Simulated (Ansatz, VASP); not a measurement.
# MgO in VASP and in Ansatz

The input INCAR:

```
SYSTEM = MgO
PREC = Accurate
ENCUT = 750
EDIFF = 1E-6
ISMEAR = 0
SIGMA = 0.05
LREAL = .False.
LASPH = .True.
NELM = 120
ALGO = Normal
ISIF = 2
LWAVE = .False.
LCHARG = .False.
NBANDS = 15
GGA_COMPAT = .False.
```

The input KPOINTS:

```
regular mesh
0
Gamma
  9 9 8
  0 0 0
```

Contents of POSCAR:

```
MgO
1.0
    2.9820912170      0.0000000000      0.0000000000
   -1.4910456085      2.5825667503      0.0000000000
    0.0000000000      0.0000000000      2.6394848000
Mg O
1 1
Direct
    0.0000000000      0.0000000000      0.0000000000
    0.3333333333      0.6666666667      0.5000000000
```

Input for Ansatz:

```yaml
crystal:
  lattice:
    - [2.982091217, 0.0, 0.0]
    - [-1.4910456085, 2.5825667503, 0.0]
    - [0.0, 0.0, 2.6394848]
  atoms:
    - { symbol: Mg, position: [0.0, 0.0, 0.0] }
    - { symbol: O, position: [0.3333333333, 0.6666666667, 0.5] }
basis:
  ecutwfc: 420
kpoints:
  mp_grid: { grid: [9, 9, 8] }
hamiltonian:
  xc: lda
scf:
  occupations: { method: gaussian, width: 0.05 }
output:
  forces: true
  stress: true
  eigenvalues: true
```

Change from the starting cell: strain +0.015 along x and y, -0.015 along z, atoms carried along.

Alike in both runs: task single point; functional LDA; k mesh 9 × 9 × 8; occupations gaussian, width 0.05 eV; no spin polarisation.

|  | VASP | Ansatz |
| --- | --- | --- |
| version | VASP 6.6.1 | Ansatz 0.2.0 |
| potentials or method | VASP PAW LDA potentials, release 64 (Mg_sv, O), cutoff 750 eV | scalar-relativistic, plane waves, PAW |
| valence electrons in the cell | 16 | 16 |

VASP gave:

| Item | Value |
| --- | --- |
| gap on the k mesh at the Fermi level (eV) | 2.66 |
| least direct gap on the mesh (eV) | 3.01 |
| pressure (GPa) | -10.5 |
| traceless stress, the component that is largest in VASP (GPa) | 9.19 |

**Question.** Estimate Ansatz's values.

**Answer.** gap on the k mesh at the Fermi level (eV): 2.65; least direct gap on the mesh (eV): 3.00; pressure (GPa): -10.3; traceless stress, the component that is largest in VASP (GPa): 9.10.

LDA's correlation is that of Perdew and Zunger in VASP and of Perdew and Wang (1992) in Ansatz.
